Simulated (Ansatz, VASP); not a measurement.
One calculation of BeAs2C, two programs

```
Be As C
1.0
     3.42471    0.00000    0.00000
     0.00000    3.42471    0.00000
     0.00000    0.00000    4.89686
Be As C
1 2 1
Direct
  0.00000 0.00000 0.00000
  0.00000 0.50000 0.26057
  0.50000 0.00000 0.73943
  0.50000 0.50000 0.50000
```

Alike in both runs: task single point; functional r2SCAN; k mesh 6 × 6 × 4; occupations fermi-dirac, width 0.5 eV; no spin polarisation.

```csv
,VASP,Ansatz
version,VASP 6.6.1,Ansatz 0.2.0
potentials or method,"VASP PAW PBE potentials, release 64 (Be, As, C)",plane waves
plane-wave cutoff (eV),520,500
valence electrons in the cell,16,36
```

VASP gave:

- pressure (GPa): 1.4
- rms of the force components (eV/Å): 0.147

Task: What did Ansatz give for the same quantities?

Result: Pressure (GPa): 1.1; rms of the force components (eV/Å): 0.150.

VASP's potentials were made for PBE, not for r2SCAN. VASP's potentials hold 16 valence electrons a cell and Ansatz's 36, so a difference there can come from the potentials and not from the codes.
